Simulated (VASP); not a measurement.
# Ti4Be3Al6Ni3 in VASP: further runs

The runs below take Ti4Be3Al6Ni3 through single point, with PBE.

Program: VASP 6.6.1. These are calculated values, not measurements. Logs are shortened: lines on timing, memory, paths and dates and some standing lists are left out, and cuts for length are marked.

## (1) The cell of the first run

The cell holds a disordered packing, 16 atoms: a = 5.967 Å, b = 6.321 Å, c = 6.092 Å, α = 91.58°, β = 88.30°, γ = 91.60°.

## (2) Single point, PBE

Input file INCAR:

```
  ALGO = Normal
  EDIFF = 1E-6
  ENCUT = 400
  GGA = PE
  GGA_COMPAT = F
  ISIF = 2
  ISMEAR = -1
  ISYM = -1
  LASPH = T
  LCHARG = F
  LREAL = Auto
  LWAVE = F
  NBANDS = 65
  NELM = 120
  PREC = Accurate
  SIGMA = 0.0724
```

Input file KPOINTS:

```
explicit points
1
Reciprocal
  0.25000000   0.25000000   0.25000000 1
```

Input file POSCAR:

```
Ti4Be3Al6Ni3
1.0
    5.9660070000     -0.0851050000      0.0886860000
   -0.0851050000      6.3201460000     -0.0851570000
    0.0886860000     -0.0851570000      6.0902670000
Al Ti Be Ni
6 4 3 3
Direct
    1.0239645042      0.8121884144      0.4338440684
    0.8341647818      0.1409906552      0.6753048107
    0.1731736220      0.9106486706      0.9070847030
    0.6402535387      0.4899784219      0.5990744851
    0.8730971152      0.5686787947     -0.0017487757
    0.4823667794      0.2645074967      0.9076666893
    0.4764061572      0.8500199429      0.4998249817
    0.8058766427      0.0654584796      0.1881937642
    0.2213903910      0.5167417067      0.6327794734
    0.4202470291      0.5769781830      0.1985771236
    0.0982352451      0.2777693143      0.9722548963
    0.1952537420      0.2150548465      0.2618570175
    0.6172444488      0.7973495181      0.8415841131
    0.4224672702     -0.0046172168      0.1612132735
    0.2090237818      0.1172544441      0.5719346218
    0.9272442658      0.4569241099      0.3430952537
```

Potentials or basis: VASP PAW PBE potentials, release 64 (Al, Ti_sv, Be, Ni).

The run is started by

```bash
> cat potpaw_PBE.64/Al/POTCAR potpaw_PBE.64/Ti_sv/POTCAR potpaw_PBE.64/Be/POTCAR potpaw_PBE.64/Ni/POTCAR > POTCAR
> mpirun -np 1 vasp_std > vasp.out
```

OUTCAR:

```text
EDIFF = 1E-6
   ENCUT = 400
   GGA = PE
   ISIF = 2
   ISMEAR = -1
   ISYM = -1
   LASPH = T
   LREAL = Auto
   NELM = 120
   PREC = Accurate

 ion  position               nearest neighbor table
   1  0.024  0.812  0.434-  15 2.34  16 2.36   9 2.58   8 2.62   7 2.74   2 2.76  14 3.08   3 3.08
                            10 3.12   5 3.17   4 3.18
   2  0.834  0.141  0.675-  15 2.31  11 2.55   4 2.58   6 2.62  13 2.70   1 2.76  16 2.91   3 2.94
                             7 2.98   8 3.00   5 3.31
   3  0.173  0.911  0.907-  14 2.22  11 2.40  15 2.45  13 2.78   5 2.82  12 2.86   6 2.86   8 2.92
                             2 2.94   9 2.98   7 3.05   1 3.08
   4  0.640  0.490  0.599-  16 2.29  13 2.41   9 2.51   6 2.53   2 2.58   7 2.60   5 2.86  10 2.88
                             1 3.18
   5  0.873  0.569  0.998-  16 2.27  11 2.31  13 2.37   3 2.82   4 2.86  10 2.93   9 3.02   6 3.03
                             1 3.17   2 3.31
   6  0.482  0.265  0.908-  11 2.32  14 2.34   4 2.53   2 2.62  10 2.64  12 2.73  15 2.78   3 2.86
                             9 2.87   8 2.95   5 3.03
   7  0.476  0.850  0.500-  13 2.30  14 2.32  15 2.38  10 2.51   4 2.60   9 2.69   1 2.74   2 2.98
                             3 3.05
   8  0.806  0.065  0.188-  14 2.33  11 2.53  12 2.53   1 2.62  16 2.71   3 2.92   6 2.95   2 3.00

   9  0.221  0.517  0.633-   4 2.51  16 2.54  15 2.54   1 2.58   7 2.69   6 2.87  10 2.90   3 2.98
                             5 3.02
  10  0.420  0.577  0.199-   7 2.51   6 2.64  12 2.65  14 2.66   4 2.88   9 2.90   5 2.93   1 3.12

  11  0.098  0.278  0.972-  12 1.93   5 2.31   6 2.32   3 2.40   8 2.53   2 2.55  16 2.69  15 2.69

  12  0.195  0.215  0.262-  11 1.93  15 2.01  14 2.04  16 2.28   8 2.53  10 2.65   6 2.73   3 2.86

  13  0.617  0.797  0.842-   7 2.30   5 2.37   4 2.41  14 2.55   2 2.70   3 2.78
  14  0.422  0.995  0.161-  12 2.04   3 2.22   7 2.32   8 2.33   6 2.34  13 2.55  10 2.66  15 2.87
                             1 3.08
  15  0.209  0.117  0.572-  12 2.01   2 2.31   1 2.34   7 2.38   3 2.45   9 2.54  11 2.69   6 2.78
                            14 2.87
  16  0.927  0.457  0.343-   5 2.27  12 2.28   4 2.29   1 2.36   9 2.54  11 2.69   8 2.71   2 2.91

IMPORTANT INFORMATION: All symmetrisations will be switched off!
NOSYMM: (Re-)initialisation of all symmetry stuff for point group C_1.

----------------------------------------------------------------------------------------

                                     Primitive cell

  volume of cell :     229.5040

  direct lattice vectors                    reciprocal lattice vectors
     5.966007000 -0.085105000  0.088686000     0.167683879  0.002225494 -0.002410682
    -0.085105000  6.320146000 -0.085157000     0.002225494  0.158283544  0.002180788
     0.088686000 -0.085157000  6.090267000    -0.002410682  0.002180788  0.164262011

  length of vectors
     5.967273045  6.321292592  6.091507946     0.167715972  0.158314210  0.164294173

  position of ions in fractional coordinates (direct lattice)
     0.023964504  0.812188414  0.433844068
     0.834164782  0.140990655  0.675304811
     0.173173622  0.910648671  0.907084703
     0.640253539  0.489978422  0.599074485
     0.873097115  0.568678795  0.998251224
     0.482366779  0.264507497  0.907666689
[... 8 lines left out ...]
     0.209023782  0.117254444  0.571934622
     0.927244266  0.456924110  0.343095254

  ion indices of the primitive-cell ions
   primitive index   ion index
                 1           1
                 2           2
                 3           3
                 4           4
                 5           5
                 6           6
[... 8 lines left out ...]
                15          15
                16          16

----------------------------------------------------------------------------------------

 KPOINTS: explicit points

Read explicit list of k-points.

 Found      1 k-points:

 Following reciprocal coordinates:
            Coordinates               Weight
  0.250000  0.250000  0.250000      1.000000
   k-points           NKPTS =      1   k-points in BZ     NKDIM =      1   number of bands    NBANDS=     65
   number of dos      NEDOS =    301   number of ions     NIONS =     16
   total plane-waves  NPLWV =  67200
   dimension x,y,z NGX =    40 NGY =   42 NGZ =   40
   dimension x,y,z NGXF=    80 NGYF=   84 NGZF=   80
   ions per type =               6   4   3   3
   NGX,Y,Z   is equivalent  to a cutoff of  11.14, 11.05, 10.92 a.u.
   NGXF,Y,Z  is equivalent  to a cutoff of  22.29, 22.09, 21.83 a.u.
 SYSTEM =  unknown system
   PREC   = accura    normal or accurate (medium, high low for compatibility)
   ISTART =      0    job   : 0-new  1-cont  2-samecut
   ICHARG =      2    charge: 1-file 2-atom 10-const
   ISPIN  =      1    spin polarized calculation?
   LNONCOLLINEAR =      F non collinear calculations
   LSORBIT =      F    spin-orbit coupling
   LASPH  =      T    aspherical Exc in radial PAW
   ENCUT  =  400.0 eV  29.40 Ry    5.42 a.u.   9.73 10.31  9.93*2*pi/ulx,y,z
   NELM   =    120;   NELMIN=  2; NELMDL= -5     # of ELM steps
   EDIFF  = 0.1E-05   stopping-criterion for ELM
   LREAL  =      T    real-space projection
   EDIFFG = 0.1E-04   stopping-criterion for IOM
   NSW    =      0    number of steps for IOM
   IBRION =     -1    ionic relax: 0-MD 1-quasi-New 2-CG
   NFREE  =      0    steps in history (QN), initial steepest desc. (CG)
   ISIF   =      2    stress and relaxation
   ISYM   =     -1    0-nonsym 1-usesym 2-fastsym
   POTIM  = 0.5000    time-step for ionic-motion
   TEBEG  =    0.0;   TEEND  =   0.0 temperature during run
   PSTRESS=    0.0 pullay stress
   NELECT =     102.0000    total number of electrons
   NUPDOWN=      -1.0000    fix difference up-down
   EMIN   =  10.00;   EMAX   =-10.00  energy-range for DOS
   EFERMI =   0.00;   METHOD = LEGACY
   ISMEAR =    -1;   SIGMA  =   0.07  broadening in eV -4-tet -1-fermi 0-gaus
   EFERMI_NEDOS =   21; number of points for ismear=-14 and -15
   IALGO  =     38    algorithm
   IMIX   =      4    mixing-type and parameters
     AMIX     =   0.40;   BMIX     =  1.00
     AMIX_MAG =   1.60;   BMIX_MAG =  1.00
  volume/ion in A,a.u.               =      14.34        96.80
  Fermi-wavevector in a.u.,A,eV,Ry     =   1.249333  2.360897 21.236413  1.560832
  Thomas-Fermi vector in A             =   2.383378
   LORBIT       =      0    0 simple, 1 ext, 2 COOP (PROOUT), +10 PAW based schemes
   GGA     = PE    functional components
   LHFCALC =     F    Hartree Fock is set to
   AEXX    =    0.0000 exact exchange contribution
   IVDW    =     0    specifies the selected vdW correction
   LEPSILON=     F    determine dielectric tensor
   LRPA    =     F    only Hartree local field effects (RPA)
 non-spin polarized calculation
  energy-cutoff  :      400.00
  volume of cell :      229.50
 maximum number of plane-waves:      4190
 NGX is ok and might be reduce to    40
   NGX = 19   NGY = 21   NGZ = 19

 number of electron     102.0000018 magnetization

 Free energy of the ion-electron system (eV)
  ---------------------------------------------------
  ext. energy  EPLUGINS =         0.00000000
  ---------------------------------------------------
  free energy    TOTEN  =       -81.64050932 eV

  energy without entropy =      -81.50479494  energy(sigma->0) =      -81.57265213

 E-fermi :   7.8124     XC(G=0): -10.9199

 val. band max:        7.6741185764   @ k =   0.2500   0.2500   0.2500
 cond. band min:       8.0062512303   @ k =   0.2500   0.2500   0.2500
 fundamental gap:      0.3321326538
 Fermi energy:         7.8124235335

 k-point     1 :       0.2500    0.2500    0.2500
  band No.  band energies     occupation
      1     -49.4488      2.00000
      2     -49.2383      2.00000
      3     -49.0362      2.00000
      4     -48.7690      2.00000
      5     -25.8219      2.00000
      6     -25.7490      2.00000
[... 55 lines left out ...]
     62       9.6159      0.00000
     63       9.6617      0.00000
 [bands above 63 left out]

------------------------ aborting loop because EDIFF is reached ----------------------------------------

  FORCE on cell =-STRESS in cart. coord.  units (eV):
  Direction    XX          YY          ZZ          XY          YZ          ZX
  --------------------------------------------------------------------------------------
  -------------------------------------------------------------------------------------
  Total        5.8830019      3.5313519      9.9994447     -8.9298519    -10.2356125      3.9368746
  in kB       41.0694857     24.6525178     69.8065477    -62.3396754    -71.4552455     27.4834884
  external PRESSURE =      45.1761837 kB  Pullay stress =       0.0000000 kB

 VOLUME and BASIS-vectors are now :
 -----------------------------------------------------------------------------
  energy-cutoff  :      400.00
  volume of cell :      229.50
      direct lattice vectors                 reciprocal lattice vectors
     5.966007000 -0.085105000  0.088686000     0.167683879  0.002225494 -0.002410682
    -0.085105000  6.320146000 -0.085157000     0.002225494  0.158283544  0.002180788
     0.088686000 -0.085157000  6.090267000    -0.002410682  0.002180788  0.164262011

 POSITION                                       TOTAL-FORCE (eV/Angst)
 -----------------------------------------------------------------------------------
      0.11233      5.09417      2.57519        -0.335477     -0.193183     -0.312894
      5.02452      0.76258      4.17476         0.068474     -0.186387     -0.034083
      1.03610      5.66345      5.46220        -0.759120     -1.193298     -1.292600
      3.83119      2.99123      3.66358         0.842719     -0.069799     -0.579013
      5.24904      3.43482      6.10862        -0.165715      0.238712     -0.274058
      2.93579      1.55338      5.54819         0.225108     -0.385551     -0.529204
[... 8 lines left out ...]
      1.28778      0.67457      3.49179         0.316602      0.862451      0.568956
      5.52349      2.77970      2.13286         0.786006     -1.827618     -0.019170
 -----------------------------------------------------------------------------------
    total drift:                               -0.003266     -0.000629      0.001967

  FREE ENERGIE OF THE ION-ELECTRON SYSTEM (eV)
  ---------------------------------------------------
  free  energy   TOTEN  =       -81.6405093192 eV

  energy  without entropy=      -81.5047949393  energy(sigma->0) =      -81.57265213
```

Run time: 24 s. Hardware: 1 thread of Intel Xeon 6975P-C (Granite Rapids), shared host; peak memory 0.23 GiB.

Results:

```
Free energy   : -81.6405 eV
Pressure      : 4.5 GPa
Largest force : 1.990 eV/Å
```

Forces in eV/Å, atoms in the order of the input:
```
Al  -0.335 -0.193 -0.313
Al   0.068 -0.186 -0.034
Al  -0.759 -1.193 -1.293
Al   0.843 -0.070 -0.579
Al  -0.166  0.239 -0.274
Al   0.225 -0.386 -0.529
Ti   1.009  1.288  0.694
Ti  -0.356  0.998 -0.553
Ti  -0.811 -0.726  1.093
Ti  -0.277 -0.436 -0.373
Be  -0.254  0.749 -1.041
Be  -0.143  0.820  0.623
Be  -0.426  0.258  1.705
Ni   0.281 -0.197  0.322
Ni   0.317  0.862  0.569
Ni   0.786 -1.828 -0.019
```

Levels at points of the mesh, in eV from the Fermi level:
```
           k point  band 48  band 49  band 50  band 51  band 52  band 53  band 54  band 55
(0.25, 0.25, 0.25)    -0.81    -0.63    -0.42    -0.14     0.19     0.22     0.28     0.54
```

Caveat: the atoms stand as in a frame of molecular dynamics. Spin polarisation is off, so any magnetic state and its effect on volume and gap are missing.

[end of part 1 of 4]
